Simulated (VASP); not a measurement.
Co:

```
Co
1.0
     2.48736    0.00000    0.00000
    -1.24368    2.15412    0.00000
     0.00000    0.00000    4.06329
Co
2
Direct
  0.66667 0.33333 0.25986
  0.33333 0.66667 0.74014
```

Base run:

* Program: VASP 6.6.1
* Functional: PBE
* Potentials or basis: VASP PAW PBE potentials, release 64 (Co)
* Cutoff: 520 eV
* k mesh: 15 × 15 × 8
* Occupations: fermi-dirac, width 0.08 eV
* Spin: collinear spin, antiferromagnetic start
* Starting moments: [2.0, -2.0] μB
* Hubbard terms: Co d U = 5.0 eV

Its results: band gap on the k mesh zero (filled and empty bands overlap); pressure 27.6 GPa; net moment 0.00 μB per cell; site moments Co +1.99, -1.99 μB; largest force 1.177 eV/Å.

Task: The run is repeated on the same cell with these changes: hubbard terms from Co d U = 5.0 eV to none; further incar settings from ALGO = Normal; EDIFF = 1e-06; NBANDS = 20 to ALGO = Normal; EDIFF = 1e-07; NBANDS = 20. What comes out?

Result: Band gap on the k mesh zero (filled and empty bands overlap); pressure -7.0 GPa; net moment 0.00 μB per cell; site moments Co +0.87, -0.87 μB; largest force 0.606 eV/Å.

Caveats: the cell stands under pressure (at least some runs); the U is typed as a test and isn't derived for this compound (at least some runs); forces of over 1 eV/Å act on the atoms, so gaps and moduli don't describe the material at rest (at least some runs); the cell stands under tension (at least some runs).
